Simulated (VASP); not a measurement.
# Cs (Im-3m) in VASP: notebook

Runs on Cs. Level: LDA. Tasks: single point.

Program: VASP 6.6.1. These are calculated values, not measurements. Logs are shortened: lines on timing, memory, paths and dates and some standing lists are left out, and cuts for length are marked.

### 1 The cell of the first run

It takes space group Im-3m (No. 229, cubic). Conventional cell: a = 5.768 Å, b = 5.768 Å, c = 5.768 Å, α = 90.00°, β = 90.00°, γ = 90.00°.

### 2 Single point, LDA

File INCAR:

```
SYSTEM = Cs
PREC = Accurate ; ENCUT = 520
EDIFF = 1E-6 ; ISMEAR = 1
SIGMA = 0.03 ; LREAL = .FALSE.
LASPH = .TRUE. ; NELM = 60
ALGO = Normal ; ISIF = 2
LWAVE = .FALSE. ; LCHARG = .FALSE.
GGA = CA ; NBANDS = 10
```

File KPOINTS:

```
regular mesh
0
G
  8 8 8
  0 0 0
```

File POSCAR:

```
Cs
1.0
   -2.8840810378      2.8840810378      2.8840810378
    2.8840810378     -2.8840810378      2.8840810378
    2.8840810378      2.8840810378     -2.8840810378
Cs
1
Direct
    0.0000000000      0.0000000000      0.0000000000
```

Potentials or basis: VASP PAW LDA potentials, release 64 (Cs_sv).

On the command line:

```bash
> cat potpaw_LDA.64/Cs_sv/POTCAR > POTCAR
> mpirun -np 1 vasp_std > vasp.out
```

OUTCAR:

```text
SYSTEM = Cs
   PREC = Accurate
   ENCUT = 520
   EDIFF = 1E-6
   ISMEAR = 1
   LREAL = .FALSE.
   LASPH = .TRUE.
   NELM = 60
   ISIF = 2
   GGA = CA

 ion  position               nearest neighbor table
   1  0.000  0.000  0.000-

  LATTYP: Found a body centered cubic cell.
 ALAT       =     5.7681620756

  Lattice vectors:

 A1 = (  -2.8840810378,   2.8840810378,   2.8840810378)
 A2 = (   2.8840810378,  -2.8840810378,   2.8840810378)
 A3 = (   2.8840810378,   2.8840810378,  -2.8840810378)

Analysis of symmetry for initial positions (statically):
=====================================================================
 Subroutine PRICEL returns:
 Original cell was already a primitive cell.

 Routine SETGRP: Setting up the symmetry group for a
 body centered cubic supercell.

 Subroutine GETGRP returns: Found 48 space group operations
[... 9 lines left out ...]

 Routine SETGRP: Setting up the symmetry group for a
 body centered cubic supercell.

 Subroutine GETGRP returns: Found 48 space group operations
 (whereof 48 operations were pure point group operations)
 out of a pool of 48 trial point group operations.

The dynamic configuration has the point symmetry O_h .

 Subroutine INISYM returns: Found 48 space group operations
 (whereof 48 operations are pure point group operations),
 and found     1 'primitive' translations

----------------------------------------------------------------------------------------

                                     Primitive cell

  volume of cell :      95.9583

  direct lattice vectors                    reciprocal lattice vectors
    -2.884081038  2.884081038  2.884081038     0.000000000  0.173365448  0.173365448
     2.884081038 -2.884081038  2.884081038     0.173365448  0.000000000  0.173365448
     2.884081038  2.884081038 -2.884081038     0.173365448  0.173365448  0.000000000

  length of vectors
     4.995374891  4.995374891  4.995374891     0.245175767  0.245175767  0.245175767

  position of ions in fractional coordinates (direct lattice)
     0.000000000  0.000000000  0.000000000

  ion indices of the primitive-cell ions
   primitive index   ion index
                 1           1

----------------------------------------------------------------------------------------

 KPOINTS: regular mesh

Automatic generation of k-mesh.
 Grid dimensions read from file:
 generate k-points for:    8    8    8

 Generating k-lattice:

  Cartesian coordinates                     Fractional coordinates (reciprocal lattice)
     0.000000000  0.021670681  0.021670681     0.125000000  0.000000000  0.000000000
     0.021670681  0.000000000  0.021670681     0.000000000  0.125000000  0.000000000
     0.021670681  0.021670681  0.000000000     0.000000000  0.000000000  0.125000000

  Length of vectors
     0.030646971  0.030646971  0.030646971

  Shift w.r.t. Gamma in fractional coordinates (k-lattice)
     0.000000000  0.000000000  0.000000000

 Subroutine IBZKPT returns following result:
 ===========================================

 Found     29 irreducible k-points:

 Following reciprocal coordinates:
            Coordinates               Weight
  0.000000  0.000000  0.000000      1.000000
  0.125000  0.000000  0.000000     12.000000
  0.250000  0.000000  0.000000     12.000000
  0.375000  0.000000  0.000000     12.000000
  0.500000  0.000000  0.000000      6.000000
  0.125000  0.125000  0.000000     24.000000
[... 16 lines left out ...]
 -0.250000  0.250000  0.250000      6.000000
 -0.375000  0.375000  0.250000     24.000000
 [... further k-points ...]
   k-points           NKPTS =     29   k-points in BZ     NKDIM =     29   number of bands    NBANDS=     10
   number of dos      NEDOS =    301   number of ions     NIONS =      1
   total plane-waves  NPLWV =  64000
   dimension x,y,z NGX =    40 NGY =   40 NGZ =   40
   dimension x,y,z NGXF=    80 NGYF=   80 NGZF=   80
   ions per type =               1
   NGX,Y,Z   is equivalent  to a cutoff of  13.31, 13.31, 13.31 a.u.
   NGXF,Y,Z  is equivalent  to a cutoff of  26.62, 26.62, 26.62 a.u.
 SYSTEM =  Cs
   PREC   = accura    normal or accurate (medium, high low for compatibility)
   ISTART =      0    job   : 0-new  1-cont  2-samecut
   ICHARG =      2    charge: 1-file 2-atom 10-const
   ISPIN  =      1    spin polarized calculation?
   LNONCOLLINEAR =      F non collinear calculations
   LSORBIT =      F    spin-orbit coupling
   LASPH  =      T    aspherical Exc in radial PAW
   ENCUT  =  520.0 eV  38.22 Ry    6.18 a.u.   9.29  9.29  9.29*2*pi/ulx,y,z
   NELM   =     60;   NELMIN=  2; NELMDL= -5     # of ELM steps
   EDIFF  = 0.1E-05   stopping-criterion for ELM
   LREAL  =      F    real-space projection
   EDIFFG = 0.1E-04   stopping-criterion for IOM
   NSW    =      0    number of steps for IOM
   IBRION =     -1    ionic relax: 0-MD 1-quasi-New 2-CG
   NFREE  =      0    steps in history (QN), initial steepest desc. (CG)
   ISIF   =      2    stress and relaxation
   ISYM   =      2    0-nonsym 1-usesym 2-fastsym
   POTIM  = 0.5000    time-step for ionic-motion
   TEBEG  =    0.0;   TEEND  =   0.0 temperature during run
   PSTRESS=    0.0 pullay stress
   NELECT =       9.0000    total number of electrons
   NUPDOWN=      -1.0000    fix difference up-down
   EMIN   =  10.00;   EMAX   =-10.00  energy-range for DOS
   EFERMI =   0.00;   METHOD = LEGACY
   ISMEAR =     1;   SIGMA  =   0.03  broadening in eV -4-tet -1-fermi 0-gaus
   EFERMI_NEDOS =   21; number of points for ismear=-14 and -15
   IALGO  =     38    algorithm
   IMIX   =      4    mixing-type and parameters
     AMIX     =   0.40;   BMIX     =  1.00
     AMIX_MAG =   1.60;   BMIX_MAG =  1.00
  volume/ion in A,a.u.               =      95.96       647.56
  Fermi-wavevector in a.u.,A,eV,Ry     =   0.743809  1.405596  7.527452  0.553252
  Thomas-Fermi vector in A             =   1.839012
   LORBIT       =      0    0 simple, 1 ext, 2 COOP (PROOUT), +10 PAW based schemes
   GGA     = CA    functional components
   LHFCALC =     F    Hartree Fock is set to
   AEXX    =    0.0000 exact exchange contribution
   IVDW    =     0    specifies the selected vdW correction
   LEPSILON=     F    determine dielectric tensor
   LRPA    =     F    only Hartree local field effects (RPA)
 non-spin polarized calculation
 Methfessel and Paxton  Order N= 1 SIGMA  =   0.03
  energy-cutoff  :      520.00
  volume of cell :       95.96
 maximum number of plane-waves:      2616
 NGX is ok and might be reduce to    40
   NGX = 19   NGY = 19   NGZ = 19

 number of electron       8.9999998 magnetization

 Free energy of the ion-electron system (eV)
  ---------------------------------------------------
  ext. energy  EPLUGINS =         0.00000000
  ---------------------------------------------------
  free energy    TOTEN  =        -0.98629822 eV

  energy without entropy =       -0.98570072  energy(sigma->0) =       -0.98609905

 E-fermi :   0.7639     XC(G=0):  -6.0286

 val. band max:        0.7638160744   @ k =   0.3750   0.1250   0.0000
 cond. band min:       0.8362154397   @ k =   0.2500   0.2500   0.0000
 fundamental gap:      0.0723993654
 Fermi energy:         0.7639446731

 k-point     1 :       0.0000    0.0000    0.0000
  band No.  band energies     occupation
      1     -22.9546      2.00000
      2      -9.6495      2.00000
      3      -9.6495      2.00000
      4      -9.6495      2.00000
      5      -1.0975      2.00000
      6       3.2981      0.00000
      7       3.2981      0.00000
      8       3.2981      0.00000
      9       4.3433      0.00000
     10       4.3433      0.00000

 k-point     2 :       0.1250    0.0000    0.0000
  band No.  band energies     occupation
      1     -22.9522      2.00000
      2      -9.6893      2.00000
      3      -9.6618      2.00000
      4      -9.6496      2.00000
      5      -0.8888      2.00000
      6       3.0990      0.00000
      7       3.1130      0.00000
      8       3.5114      0.00000
      9       4.0974      0.00000
     10       4.3136      0.00000

 k-point     3 :       0.2500    0.0000    0.0000
  band No.  band energies     occupation
      1     -22.9466      2.00000
      2      -9.7823      2.00000
      3      -9.6914      2.00000
      4      -9.6501      2.00000
      5      -0.3287      2.00000
      6       2.5347      0.00000
      7       2.7280      0.00000
      8       4.1337      0.00000
      9       4.1593      0.00000
     10       4.3461      0.00000

 k-point     4 :       0.3750    0.0000    0.0000
  band No.  band energies     occupation
      1     -22.9409      2.00000
      2      -9.8711      2.00000
      3      -9.7205      2.00000
      4      -9.6506      2.00000
      5       0.3568      2.00000
      6       2.0752      0.00000
      7       2.4424      0.00000
      8       4.2890      0.00000
      9       4.5762      0.00000
     10       5.1075      0.00000
[... 222 lines left out ...]
 k-point    22 :       0.2500    0.2500    0.2500
  band No.  band energies     occupation
      1     -22.9376      2.00000
      2      -9.7774      2.00000
      3      -9.7774      2.00000
      4      -9.7774      2.00000
      5       1.8357      0.00000
      6       1.8357      0.00000
      7       1.8357      0.00000
      8       3.5789      0.00000
      9       4.9533      0.00000
     10       4.9533      0.00000

 k-point    23 :      -0.2500    0.2500    0.2500
  band No.  band energies     occupation
      1     -22.9395      2.00000
      2      -9.7872      2.00000
      3      -9.7368      2.00000
      4      -9.7368      2.00000
      5       0.3451      2.00000
      6       2.2733      0.00000
      7       3.1177      0.00000
      8       3.1177      0.00000
      9       4.1699      0.00000
     10       4.4603      0.00000

 k-point    24 :      -0.3750    0.3750    0.2500
  band No.  band energies     occupation
      1     -22.9345      2.00000
      2      -9.8409      2.00000
      3      -9.7683      2.00000
      4      -9.7445      2.00000
      5       0.9470     -0.00000
      6       1.8121      0.00000
      7       3.1091      0.00000
      8       3.1656      0.00000
      9       4.1607      0.00000
     10       4.9110      0.00000

 [... further k-points ...]
[... 5 lines left out ...]
  --------------------------------------------------------------------------------------
  -------------------------------------------------------------------------------------
  Total       -0.0095712     -0.0095712     -0.0095712      0.0000000      0.0000000     -0.0000000
  in kB       -0.1598074     -0.1598074     -0.1598074      0.0000000      0.0000000     -0.0000000
  external PRESSURE =      -0.1598074 kB  Pullay stress =       0.0000000 kB

 VOLUME and BASIS-vectors are now :
 -----------------------------------------------------------------------------
  energy-cutoff  :      520.00
  volume of cell :       95.96
      direct lattice vectors                 reciprocal lattice vectors
    -2.884081038  2.884081038  2.884081038     0.000000000  0.173365448  0.173365448
     2.884081038 -2.884081038  2.884081038     0.173365448  0.000000000  0.173365448
     2.884081038  2.884081038 -2.884081038     0.173365448  0.173365448  0.000000000

 POSITION                                       TOTAL-FORCE (eV/Angst)
 -----------------------------------------------------------------------------------
      0.00000      0.00000      0.00000        -0.000000      0.000000     -0.000000
 -----------------------------------------------------------------------------------
    total drift:                               -0.000000     -0.000000     -0.000000

  FREE ENERGIE OF THE ION-ELECTRON SYSTEM (eV)
  ---------------------------------------------------
  free  energy   TOTEN  =        -0.9862982172 eV

  energy  without entropy=       -0.9857007248  energy(sigma->0) =       -0.98609905
```

It took 15 s on 1 thread of Intel Xeon Platinum 8488C (Sapphire Rapids), shared host; peak memory 0.19 GiB.

What came out:

* Free energy: -0.9863 eV
* Pressure: 0.0 GPa

Levels at points of the mesh, in eV from the Fermi level:
| k point | band 2 | band 3 | band 4 | band 5 | band 6 | band 7 | band 8 | band 9 |
| --- | --- | --- | --- | --- | --- | --- | --- | --- |
| (0.00, 0.00, 0.00) | -10.41 | -10.41 | -10.41 | -1.86 | 2.53 | 2.53 | 2.53 | 3.58 |
| (0.50, 0.00, 0.00) | -10.67 | -10.50 | -10.41 | -0.06 | 1.18 | 1.58 | 3.44 | 4.10 |
| (0.50, 0.50, 0.50) | -10.59 | -10.59 | -10.59 | 0.50 | 0.50 | 3.53 | 3.53 | 3.53 |

Caveat: spin-orbit coupling is left out, which moves the levels of the heavy elements.

### 3 Single point, LDA

File INCAR:

```
SYSTEM = Cs
PREC     = Accurate       ! precision mode
ENCUT    = 520            ! plane-wave cutoff, eV
EDIFF    = 1E-7           ! SCF threshold, eV
ISMEAR   = 1              ! smearing method
SIGMA    = 0.1            ! smearing width, eV
LREAL    = .FALSE.        ! projectors in reciprocal space
LASPH    = .TRUE.         ! aspherical terms in the spheres
NELM     = 100            ! most SCF steps
ALGO     = Normal         ! electronic algorithm
ISIF     = 2              ! what is computed and relaxed
LWAVE    = .FALSE.        ! write WAVECAR
LCHARG   = .FALSE.        ! write CHGCAR
NBANDS   = 10             ! bands
```

KPOINTS is that of step 2.

POSCAR is that of step 2.

Potentials or basis: VASP PAW LDA potentials, release 64 (Cs_sv).

On the command line:

```bash
> cat potpaw_LDA.64/Cs_sv/POTCAR > POTCAR
> mpirun -np 1 vasp_std > vasp.out
```

OUTCAR:

```text
SYSTEM = Cs
   PREC = Accurate
   ENCUT = 520
   EDIFF = 1E-7
   ISMEAR = 1
   LREAL = .FALSE.
   LASPH = .TRUE.
   NELM = 100
   ISIF = 2

 ion  position               nearest neighbor table
   1  0.000  0.000  0.000-

  LATTYP: Found a body centered cubic cell.
 ALAT       =     5.7681620756

  Lattice vectors:

 A1 = (  -2.8840810378,   2.8840810378,   2.8840810378)
 A2 = (   2.8840810378,  -2.8840810378,   2.8840810378)
 A3 = (   2.8840810378,   2.8840810378,  -2.8840810378)

Analysis of symmetry for initial positions (statically):
=====================================================================
 Subroutine PRICEL returns:
 Original cell was already a primitive cell.

 Routine SETGRP: Setting up the symmetry group for a
 body centered cubic supercell.

 Subroutine GETGRP returns: Found 48 space group operations
[... 9 lines left out ...]

 Routine SETGRP: Setting up the symmetry group for a
 body centered cubic supercell.

 Subroutine GETGRP returns: Found 48 space group operations
 (whereof 48 operations were pure point group operations)
 out of a pool of 48 trial point group operations.

The dynamic configuration has the point symmetry O_h .

 Subroutine INISYM returns: Found 48 space group operations
 (whereof 48 operations are pure point group operations),
 and found     1 'primitive' translations

----------------------------------------------------------------------------------------

                                     Primitive cell

  volume of cell :      95.9583

  direct lattice vectors                    reciprocal lattice vectors
    -2.884081038  2.884081038  2.884081038     0.000000000  0.173365448  0.173365448
     2.884081038 -2.884081038  2.884081038     0.173365448  0.000000000  0.173365448
     2.884081038  2.884081038 -2.884081038     0.173365448  0.173365448  0.000000000

  length of vectors
     4.995374891  4.995374891  4.995374891     0.245175767  0.245175767  0.245175767

[... 96 lines left out ...]
   IMIX   =      4    mixing-type and parameters
     AMIX     =   0.40;   BMIX     =  1.00
     AMIX_MAG =   1.60;   BMIX_MAG =  1.00
  volume/ion in A,a.u.               =      95.96       647.56
  Fermi-wavevector in a.u.,A,eV,Ry     =   0.743809  1.405596  7.527452  0.553252
  Thomas-Fermi vector in A             =   1.839012
   LORBIT       =      0    0 simple, 1 ext, 2 COOP (PROOUT), +10 PAW based schemes
   GGA     = CA    functional components
   LHFCALC =     F    Hartree Fock is set to
   AEXX    =    0.0000 exact exchange contribution
   IVDW    =     0    specifies the selected vdW correction
   LEPSILON=     F    determine dielectric tensor
   LRPA    =     F    only Hartree local field effects (RPA)
 non-spin polarized calculation
 Methfessel and Paxton  Order N= 1 SIGMA  =   0.10
  energy-cutoff  :      520.00
  volume of cell :       95.96
 maximum number of plane-waves:      2616
 NGX is ok and might be reduce to    40
   NGX = 19   NGY = 19   NGZ = 19

 number of electron       8.9999998 magnetization

 Free energy of the ion-electron system (eV)
  ---------------------------------------------------
  ext. energy  EPLUGINS =         0.00000000
  ---------------------------------------------------
  free energy    TOTEN  =        -0.98781911 eV

  energy without entropy =       -0.98510890  energy(sigma->0) =       -0.98691571

 E-fermi :   0.7741     XC(G=0):  -6.0283

 val. band max:        0.7640687679   @ k =   0.3750   0.1250   0.0000
 cond. band min:       0.8364550609   @ k =   0.2500   0.2500   0.0000
 fundamental gap:      0.0723862931
 Fermi energy:         0.7740868003

 k-point     1 :       0.0000    0.0000    0.0000
  band No.  band energies     occupation
      1     -22.9544      2.00000
      2      -9.6493      2.00000
      3      -9.6493      2.00000
      4      -9.6493      2.00000
      5      -1.0973      2.00000
      6       3.2985      0.00000
      7       3.2985      0.00000
      8       3.2985      0.00000
      9       4.3435      0.00000
     10       4.3435      0.00000
[... 287 lines left out ...]
 k-point    24 :      -0.3750    0.3750    0.2500
  band No.  band energies     occupation
      1     -22.9344      2.00000
      2      -9.8407      2.00000
      3      -9.7682      2.00000
      4      -9.7443      2.00000
      5       0.9472     -0.03441
      6       1.8124     -0.00000
      7       3.1094      0.00000
      8       3.1659      0.00000
      9       4.1610      0.00000
     10       4.9114      0.00000

 [... further k-points ...]
[... 5 lines left out ...]
  --------------------------------------------------------------------------------------
  -------------------------------------------------------------------------------------
  Total       -0.0138833     -0.0138833     -0.0138833      0.0000000     -0.0000000      0.0000000
  in kB       -0.2318035     -0.2318035     -0.2318035      0.0000000     -0.0000000      0.0000000
  external PRESSURE =      -0.2318035 kB  Pullay stress =       0.0000000 kB

 VOLUME and BASIS-vectors are now :
 -----------------------------------------------------------------------------
  energy-cutoff  :      520.00
  volume of cell :       95.96
      direct lattice vectors                 reciprocal lattice vectors
    -2.884081038  2.884081038  2.884081038     0.000000000  0.173365448  0.173365448
     2.884081038 -2.884081038  2.884081038     0.173365448  0.000000000  0.173365448
     2.884081038  2.884081038 -2.884081038     0.173365448  0.173365448  0.000000000

 POSITION                                       TOTAL-FORCE (eV/Angst)
 -----------------------------------------------------------------------------------
      0.00000      0.00000      0.00000         0.000000      0.000000     -0.000000
 -----------------------------------------------------------------------------------
    total drift:                               -0.000000      0.000000     -0.000000

  FREE ENERGIE OF THE ION-ELECTRON SYSTEM (eV)
  ---------------------------------------------------
  free  energy   TOTEN  =        -0.9878191093 eV

  energy  without entropy=       -0.9851088988  energy(sigma->0) =       -0.98691571
```

OSZICAR:

```text
N       E                     dE             d eps       ncg     rms          rms(c)
DAV:   1     0.472882673107E+02    0.47288E+02   -0.30825E+03   580   0.649E+02
DAV:   2     0.343327991613E+01   -0.43855E+02   -0.42629E+02   706   0.110E+02
DAV:   3    -0.933604808167E+00   -0.43669E+01   -0.43585E+01   670   0.388E+01
DAV:   4    -0.989626484352E+00   -0.56022E-01   -0.56005E-01   714   0.535E+00
DAV:   5    -0.989909874479E+00   -0.28339E-03   -0.28336E-03   746   0.332E-01    0.147E-01
DAV:   6    -0.988318157457E+00    0.15917E-02   -0.21846E-03   698   0.212E-01    0.851E-02
DAV:   7    -0.987794082073E+00    0.52408E-03   -0.27113E-03   678   0.235E-01    0.381E-02
DAV:   8    -0.987818377407E+00   -0.24295E-04   -0.52493E-05   688   0.505E-02    0.375E-03
DAV:   9    -0.987818974178E+00   -0.59677E-06   -0.96968E-07   730   0.511E-03    0.204E-03
DAV:  10    -0.987819108007E+00   -0.13383E-06   -0.29079E-07   664   0.255E-03    0.260E-04
DAV:  11    -0.987819109304E+00   -0.12972E-08   -0.27482E-09   340   0.317E-04
   1 F= -.98781911E+00 E0= -.98691571E+00  d E =-.271021E-02
```

Wall time 18 s (1 thread of Intel Xeon Platinum 8488C (Sapphire Rapids), shared host); peak memory 0.19 GiB.

What came out:

* Free energy: -0.9878 eV
* Pressure: 0.0 GPa

Caveat: spin-orbit coupling is left out, which moves the levels of the heavy elements.
